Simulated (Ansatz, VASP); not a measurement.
# K in VASP and in Ansatz

File INCAR:

```
PREC = Accurate
ENCUT = 520
EDIFF = 1E-7
ISMEAR = 0
SIGMA = 0.1
LREAL = F
LASPH = T
NELM = 80
ALGO = Fast
ISIF = 2
LWAVE = F
LCHARG = F
GGA = PE
NBANDS = 10
```

File KPOINTS:

```
regular mesh
0
Gamma
  6 6 6
```

File POSCAR:

```
K
1.0
   -2.0887834087      2.0887834087      2.0887834087
    2.0887834087     -2.0887834087      2.0887834087
    2.0887834087      2.0887834087     -2.0887834087
K
1
Direct
    0.0000000000      0.0000000000      0.0000000000
```

Input for Ansatz:

```yaml
crystal:
  lattice:
    - [-2.0887834087, 2.0887834087, 2.0887834087]
    - [2.0887834087, -2.0887834087, 2.0887834087]
    - [2.0887834087, 2.0887834087, -2.0887834087]
  atoms:
    - { symbol: K, position: [0.0, 0.0, 0.0] }
basis:
  ecutwfc: 420
kpoints:
  mp_grid: { grid: [6, 6, 6] }
hamiltonian:
  xc: pbe
scf:
  occupations: { method: gaussian, width: 0.1 }
output:
  forces: true
  stress: true
  eigenvalues: true
```

Alike in both runs: task single point; functional PBE; k mesh 6 × 6 × 6; occupations gaussian, width 0.1 eV; no spin polarisation.

|  | VASP | Ansatz |
| --- | --- | --- |
| version | VASP 6.6.1 | Ansatz 0.2.0 |
| potentials or method | VASP PAW PBE potentials, release 64 (K_sv), cutoff 520 eV | scalar-relativistic, plane waves, PAW |
| valence electrons in the cell | 9 | 9 |

|  | VASP | Ansatz | Ansatz less VASP |
| --- | --- | --- | --- |
| gap on the k mesh at the Fermi level (eV) | none | none | - |
| pressure (GPa) | 9.3 | 9.3 | +0.01 |

A gap of «none» marks a metal or a gap that the smearing closes. With one functional, cell and mesh, what is left measures potentials, basis and numerics.
